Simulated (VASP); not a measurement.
Here is a VASP 6.6.1 calculation.

INCAR

```
ALGO = Normal
EDIFF = 1E-6
ENCUT = 520
GGA = PE
ISIF = 2
ISMEAR = 0
LASPH = True
LCHARG = False
LREAL = False
LWAVE = False
NBANDS = 16
NELM = 100
PREC = Accurate
SIGMA = 0.05
```

File KPOINTS:

```
k-points
0
Gamma
  12 12 12
```

POSCAR

```
ZnS
1.0
    0.0000000000      2.7576164349      2.7576164349
    2.7576164349      0.0000000000      2.7576164349
    2.7576164349      2.7576164349      0.0000000000
Zn S
1 1
Direct
    0.0000000000      0.0000000000      0.0000000000
    0.7500000000      0.7500000000      0.7500000000
```

Potentials or basis: VASP PAW PBE potentials, release 64 (Zn, S).

Launch:

```bash
$ cat potpaw_PBE.64/Zn/POTCAR potpaw_PBE.64/S/POTCAR > POTCAR
$ mpirun -np 1 vasp_std > vasp.out
```

(1) Predict the pressure.

(2) What does it give for the band gap on the k mesh?

## Answers

(1) -2.4 GPa.

(2) 1.85 eV, direct.
